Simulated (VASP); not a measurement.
# HfO2 (Fm-3m) in VASP: single point with PBEsol

Aim: the single point of HfO2 with PBEsol.

All numbers are computed with VASP 6.6.1; they aren't measurements. Logs are shortened: lines on timing, memory, paths and dates and some standing lists are left out, and cuts for length are marked.

**1. The cell of the first run**

The structure is cubic, space group Fm-3m (No. 225). Conventional cell: a = 5.115 Å, b = 5.115 Å, c = 5.115 Å, α = 90.00°, β = 90.00°, γ = 90.00°. Hf (site symmetry m-3m) has 8 O at 2.21 Å within 2.9 Å. O (site symmetry -43m) has 4 Hf at 2.21 Å and 6 O at 2.56 Å within 2.9 Å.

**2. Single point, PBEsol**

Input file INCAR:

```
PREC = Accurate ; ENCUT = 600
EDIFF = 1E-6 ; ISMEAR = -1
SIGMA = 0.02 ; LREAL = False
LASPH = True ; NELM = 120
ALGO = Normal ; ISIF = 2
LWAVE = False ; LCHARG = False
GGA = PS ; NBANDS = 18
GGA_COMPAT = False
```

Input file KPOINTS:

```
regular mesh
0
Gamma
  8 8 8
```

Input file POSCAR:

```
HfO2
1.0
    0.0000000000      2.5575000000      2.5575000000
    2.5575000000      0.0000000000      2.5575000000
    2.5575000000      2.5575000000      0.0000000000
Hf O
1 2
Direct
    0.0000000000      0.0000000000      0.0000000000
    0.2500000000      0.2500000000      0.2500000000
    0.7500000000      0.7500000000      0.7500000000
```

Potentials or basis: VASP PAW PBE potentials, release 64 (Hf_pv, O).

The run is started by

```sh
cat potpaw_PBE.64/Hf_pv/POTCAR potpaw_PBE.64/O/POTCAR > POTCAR
mpirun -np 1 vasp_std > vasp.out
```

OUTCAR:

```text
PREC = Accurate
   ENCUT = 600
   EDIFF = 1E-6
   ISMEAR = -1
   LREAL = False
   LASPH = True
   NELM = 120
   ISIF = 2
   GGA = PS

 ion  position               nearest neighbor table
   1  0.000  0.000  0.000-   3 2.21   3 2.21   3 2.21   2 2.21   3 2.21   2 2.21   2 2.21   2 2.21

   2  0.250  0.250  0.250-   1 2.21   1 2.21   1 2.21   1 2.21
   3  0.750  0.750  0.750-   1 2.21   1 2.21   1 2.21   1 2.21

  LATTYP: Found a face centered cubic cell.
 ALAT       =     5.1150000000

  Lattice vectors:

 A1 = (   0.0000000000,   2.5575000000,   2.5575000000)
 A2 = (   2.5575000000,   0.0000000000,   2.5575000000)
 A3 = (   2.5575000000,   2.5575000000,   0.0000000000)

Analysis of symmetry for initial positions (statically):
=====================================================================
 Subroutine PRICEL returns:
 Original cell was already a primitive cell.

 Routine SETGRP: Setting up the symmetry group for a
 face centered cubic supercell.

 Subroutine GETGRP returns: Found 48 space group operations
 (whereof 48 operations were pure point group operations)
 out of a pool of 48 trial point group operations.

The static configuration has the point symmetry O_h .

Analysis of symmetry for dynamics (positions and initial velocities):
=====================================================================
 Subroutine PRICEL returns:
 Original cell was already a primitive cell.

 Routine SETGRP: Setting up the symmetry group for a
 face centered cubic supercell.

 Subroutine GETGRP returns: Found 48 space group operations
 (whereof 48 operations were pure point group operations)
 out of a pool of 48 trial point group operations.

The dynamic configuration has the point symmetry O_h .

 Subroutine INISYM returns: Found 48 space group operations
 (whereof 48 operations are pure point group operations),
 and found     1 'primitive' translations

----------------------------------------------------------------------------------------

                                     Primitive cell

  volume of cell :      33.4562

  direct lattice vectors                    reciprocal lattice vectors
     0.000000000  2.557500000  2.557500000    -0.195503421  0.195503421  0.195503421
     2.557500000  0.000000000  2.557500000     0.195503421 -0.195503421  0.195503421
     2.557500000  2.557500000  0.000000000     0.195503421  0.195503421 -0.195503421

  length of vectors
     3.616851186  3.616851186  3.616851186     0.338621859  0.338621859  0.338621859

  position of ions in fractional coordinates (direct lattice)
     0.000000000  0.000000000  0.000000000
     0.250000000  0.250000000  0.250000000
     0.750000000  0.750000000  0.750000000

  ion indices of the primitive-cell ions
   primitive index   ion index
                 1           1
                 2           2
                 3           3

----------------------------------------------------------------------------------------

 KPOINTS: regular mesh

Automatic generation of k-mesh.
 Grid dimensions read from file:
 generate k-points for:    8    8    8

 Generating k-lattice:

  Cartesian coordinates                     Fractional coordinates (reciprocal lattice)
    -0.024437928  0.024437928  0.024437928     0.125000000  0.000000000  0.000000000
     0.024437928 -0.024437928  0.024437928     0.000000000  0.125000000  0.000000000
     0.024437928  0.024437928 -0.024437928     0.000000000  0.000000000  0.125000000

  Length of vectors
     0.042327732  0.042327732  0.042327732

  Shift w.r.t. Gamma in fractional coordinates (k-lattice)
     0.000000000  0.000000000  0.000000000

 Subroutine IBZKPT returns following result:
 ===========================================

 Found     29 irreducible k-points:

 Following reciprocal coordinates:
            Coordinates               Weight
  0.000000  0.000000  0.000000      1.000000
  0.125000  0.000000  0.000000      8.000000
  0.250000  0.000000  0.000000      8.000000
  0.375000  0.000000  0.000000      8.000000
  0.500000  0.000000  0.000000      4.000000
  0.125000  0.125000  0.000000      6.000000
[... 16 lines left out ...]
  0.500000  0.250000  0.125000     48.000000
 -0.375000  0.250000  0.125000     24.000000
 [... further k-points ...]
   k-points           NKPTS =     29   k-points in BZ     NKDIM =     29   number of bands    NBANDS=     18
   number of dos      NEDOS =    301   number of ions     NIONS =      3
   total plane-waves  NPLWV =  27000
   dimension x,y,z NGX =    30 NGY =   30 NGZ =   30
   dimension x,y,z NGXF=    60 NGYF=   60 NGZF=   60
   ions per type =               1   2
   NGX,Y,Z   is equivalent  to a cutoff of  13.79, 13.79, 13.79 a.u.
   NGXF,Y,Z  is equivalent  to a cutoff of  27.58, 27.58, 27.58 a.u.
 SYSTEM =  unknown system
   PREC   = accura    normal or accurate (medium, high low for compatibility)
   ISTART =      0    job   : 0-new  1-cont  2-samecut
   ICHARG =      2    charge: 1-file 2-atom 10-const
   ISPIN  =      1    spin polarized calculation?
   LNONCOLLINEAR =      F non collinear calculations
   LSORBIT =      F    spin-orbit coupling
   LASPH  =      T    aspherical Exc in radial PAW
   ENCUT  =  600.0 eV  44.10 Ry    6.64 a.u.   7.22  7.22  7.22*2*pi/ulx,y,z
   NELM   =    120;   NELMIN=  2; NELMDL= -5     # of ELM steps
   EDIFF  = 0.1E-05   stopping-criterion for ELM
   LREAL  =      F    real-space projection
   EDIFFG = 0.1E-04   stopping-criterion for IOM
   NSW    =      0    number of steps for IOM
   IBRION =     -1    ionic relax: 0-MD 1-quasi-New 2-CG
   NFREE  =      0    steps in history (QN), initial steepest desc. (CG)
   ISIF   =      2    stress and relaxation
   ISYM   =      2    0-nonsym 1-usesym 2-fastsym
   POTIM  = 0.5000    time-step for ionic-motion
   TEBEG  =    0.0;   TEEND  =   0.0 temperature during run
   PSTRESS=    0.0 pullay stress
   NELECT =      22.0000    total number of electrons
   NUPDOWN=      -1.0000    fix difference up-down
   EMIN   =  10.00;   EMAX   =-10.00  energy-range for DOS
   EFERMI =   0.00;   METHOD = LEGACY
   ISMEAR =    -1;   SIGMA  =   0.02  broadening in eV -4-tet -1-fermi 0-gaus
   EFERMI_NEDOS =   21; number of points for ismear=-14 and -15
   IALGO  =     38    algorithm
   IMIX   =      4    mixing-type and parameters
     AMIX     =   0.40;   BMIX     =  1.00
     AMIX_MAG =   1.60;   BMIX_MAG =  1.00
  volume/ion in A,a.u.               =      11.15        75.26
  Fermi-wavevector in a.u.,A,eV,Ry     =   1.423607  2.690227 27.574337  2.026657
  Thomas-Fermi vector in A             =   2.544186
   LORBIT       =      0    0 simple, 1 ext, 2 COOP (PROOUT), +10 PAW based schemes
   GGA     = PS    functional components
   LHFCALC =     F    Hartree Fock is set to
   AEXX    =    0.0000 exact exchange contribution
   IVDW    =     0    specifies the selected vdW correction
   LEPSILON=     F    determine dielectric tensor
   LRPA    =     F    only Hartree local field effects (RPA)
 non-spin polarized calculation
  energy-cutoff  :      600.00
  volume of cell :       33.46
 maximum number of plane-waves:      1139
 NGX is ok and might be reduce to    30
   NGX = 15   NGY = 15   NGZ = 15

 number of electron      21.9999993 magnetization

 Free energy of the ion-electron system (eV)
  ---------------------------------------------------
  ext. energy  EPLUGINS =         0.00000000
  ---------------------------------------------------
  free energy    TOTEN  =       -31.56308673 eV

  energy without entropy =      -31.56308673  energy(sigma->0) =      -31.56308673

 E-fermi :   4.2963     XC(G=0): -11.9634

 val. band max:        3.9045514901   @ k =   0.5000   0.5000   0.0000
 cond. band min:       7.5086082605   @ k =   0.5000   0.5000   0.0000
 fundamental gap:      3.6040567704
 Fermi energy:         4.2963480246

 k-point     1 :       0.0000    0.0000    0.0000
  band No.  band energies     occupation
      1     -25.8412      2.00000
      2     -25.8412      2.00000
      3     -25.8412      2.00000
      4     -14.6169      2.00000
      5     -11.6521      2.00000
      6      -1.3337      2.00000
[... 10 lines left out ...]
     17      13.9931      0.00000
     18      17.2703      0.00000

 k-point     2 :       0.1250    0.0000    0.0000
  band No.  band energies     occupation
      1     -25.9015      2.00000
      2     -25.8478      2.00000
      3     -25.8478      2.00000
      4     -14.4185      2.00000
      5     -11.8152      2.00000
      6      -1.1873      2.00000
[... 10 lines left out ...]
     17      13.7370      0.00000
     18      17.0852      0.00000

 k-point     3 :       0.2500    0.0000    0.0000
  band No.  band energies     occupation
      1     -26.0420      2.00000
      2     -25.8639      2.00000
      3     -25.8639      2.00000
      4     -13.9439      2.00000
      5     -12.1501      2.00000
      6      -0.8243      2.00000
[... 10 lines left out ...]
     17      13.2777      0.00000
     18      16.1131      0.00000

 k-point     4 :       0.3750    0.0000    0.0000
  band No.  band energies     occupation
      1     -26.1759      2.00000
      2     -25.8798      2.00000
      3     -25.8798      2.00000
      4     -13.5211      2.00000
      5     -12.3615      2.00000
      6      -0.4618      2.00000
[... 375 lines left out ...]
      4     -13.5403      2.00000
      5     -12.3959      2.00000
      6      -0.8423      2.00000
[... 10 lines left out ...]
     17      13.3995      0.00000
     18      16.6477      0.00000

 k-point    23 :       0.5000    0.2500    0.1250
  band No.  band energies     occupation
      1     -26.1504      2.00000
      2     -25.9777      2.00000
      3     -25.9025      2.00000
      4     -13.1592      2.00000
      5     -12.5591      2.00000
      6      -0.8573      2.00000
[... 10 lines left out ...]
     17      14.3065      0.00000
     18      16.4632      0.00000

 k-point    24 :      -0.3750    0.2500    0.1250
  band No.  band energies     occupation
      1     -26.1764      2.00000
      2     -25.9973      2.00000
      3     -25.9115      2.00000
      4     -13.0633      2.00000
      5     -12.5488      2.00000
      6      -0.8646      2.00000
[... 10 lines left out ...]
     17      14.5425      0.00000
     18      16.4278      0.00000

 [... further k-points ...]
[... 5 lines left out ...]
  --------------------------------------------------------------------------------------
  -------------------------------------------------------------------------------------
  Total       -2.8700991     -2.8700991     -2.8700991     -0.0000000     -0.0000000      0.0000000
  in kB     -137.4455078   -137.4455078   -137.4455078     -0.0000000     -0.0000000      0.0000000
  external PRESSURE =    -137.4455078 kB  Pullay stress =       0.0000000 kB

 VOLUME and BASIS-vectors are now :
 -----------------------------------------------------------------------------
  energy-cutoff  :      600.00
  volume of cell :       33.46
      direct lattice vectors                 reciprocal lattice vectors
     0.000000000  2.557500000  2.557500000    -0.195503421  0.195503421  0.195503421
     2.557500000  0.000000000  2.557500000     0.195503421 -0.195503421  0.195503421
     2.557500000  2.557500000  0.000000000     0.195503421  0.195503421 -0.195503421

 POSITION                                       TOTAL-FORCE (eV/Angst)
 -----------------------------------------------------------------------------------
      0.00000      0.00000      0.00000         0.000000      0.000000      0.000000
      1.27875      1.27875      1.27875         0.000000      0.000000     -0.000000
      3.83625      3.83625      3.83625        -0.000000     -0.000000      0.000000
 -----------------------------------------------------------------------------------
    total drift:                                0.000000     -0.000000      0.000000

  FREE ENERGIE OF THE ION-ELECTRON SYSTEM (eV)
  ---------------------------------------------------
  free  energy   TOTEN  =       -31.5630867343 eV

  energy  without entropy=      -31.5630867343  energy(sigma->0) =      -31.56308673
```

Run time: 12 s. Hardware: 1 thread of Intel Xeon 6975P-C (Granite Rapids), shared host; peak memory 0.17 GiB.

Results:

```
Free energy            : -31.5631 eV
Pressure               : -13.7 GPa
Band gap on the k mesh : 3.60 eV, direct
```

Levels at points of the mesh, in eV from the valence-band top:
| k point | band 9 | band 10 | band 11 | band 12 | band 13 | band 14 |
| --- | --- | --- | --- | --- | --- | --- |
| (0.00, 0.00, 0.00) | -0.60 | -0.60 | -0.60 | 3.72 | 3.72 | 5.44 |
| (0.50, 0.00, 0.00) | -2.72 | -1.82 | -1.82 | 4.43 | 4.43 | 6.71 |
| (0.50, 0.50, 0.00) | -1.50 | -1.50 | 0.00 | 3.60 | 5.29 | 6.36 |

Caveat: the PAW data sets were made with another functional, which shifts forces and pressure a little; spin-orbit coupling is left out, which moves the levels of the heavy elements. A k mesh can miss the band edges.
